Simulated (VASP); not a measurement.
# Ag: single point with PBEsol

Ag:

```
Ag
1.0
    -1.62186    1.62186    1.62186
     1.62186   -1.62186    1.62186
     1.62186    1.62186   -1.62186
Ag
1
Cartesian
  0.0000 0.0000 0.0000
```

- Program: VASP 6.6.1
- Task: single point
- Functional: PBEsol
- Potentials or basis: VASP PAW PBE potentials, release 64 (Ag)
- Cutoff: 520 eV
- k mesh: 11 × 11 × 11
- Occupations: fermi-dirac, width 0.05 eV
- Spin: no spin polarisation
- Dipole correction: no
- Further INCAR settings: ALGO = Fast; EDIFF = 1e-06; NBANDS = 12

The pressure is -1.9 GPa.

Levels at points of the mesh, in eV from the Fermi level:
```
           k point  band 4  band 5  band 6  band 7  band 8  band 9
(0.00, 0.00, 0.00)   -4.85   -3.50   -3.50   17.97   17.97   17.97
```

Run time: 8.2 s on 1 thread of Intel(R) Xeon(R) Platinum 8259CL CPU @ 2.50GHz (Skylake/Cascade Lake), with other jobs on the host, peak memory 0.14 GiB.

Caveat: the PAW data sets were made with another functional, which shifts forces and pressure a little.
